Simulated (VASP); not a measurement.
## BN: single point with PBE

Crystal: BN.

```
CELL_PARAMETERS angstrom
0.00000 1.68411 1.81126
1.81126 0.00000 1.81126
1.81126 1.68411 0.00000
ATOMIC_POSITIONS crystal
B 0.00000 0.00000 0.00000
N 0.75000 0.75000 0.75000
```

This cell differs from its parent crystal: volume 5.525 Å^3 an atom, c/a of the conventional cell 0.9298.

```json
{"Program": "VASP 6.6.1", "Task": "single point", "Functional": "PBE", "Potentials or basis": "VASP PAW PBE potentials, release 64 (B, N)", "Cutoff": "520 eV", "k mesh": "12 × 12 × 12", "Occupations": "gaussian, width 0.05 eV", "Spin": "no spin polarisation", "Dipole correction": "no", "Further INCAR settings": "ALGO = Normal; EDIFF = 1e-06; NBANDS = 11"}
```

```
Pressure               : 32.1 GPa
Band gap on the k mesh : 3.24 eV, indirect (least direct gap 8.40 eV)
```

Stress tensor (GPa, compression positive):
```
17.89  0.00  0.00
 0.00 60.42  0.00
 0.00  0.00 17.89
```

Levels at points of the mesh, in eV from the valence-band top:
```csv
k point,band 2,band 3,band 4,band 5,band 6,band 7
"(0.00, 0.00, 0.00)",-0.67,-0.67,0.00,8.40,8.92,8.92
"(0.50, 0.00, 0.00)",-11.75,-3.06,-1.96,9.47,10.17,12.18
"(0.50, 0.50, 0.00)",-10.17,-5.31,-5.28,4.58,9.79,17.68
"(0.50, 0.00, 0.50)",-9.04,-6.35,-6.35,3.24,7.98,18.59
```

Wall time 15 s on 1 thread of Intel Xeon 8259CL (shared host), peak memory 0.13 GiB.

 A k mesh can miss the band edges.
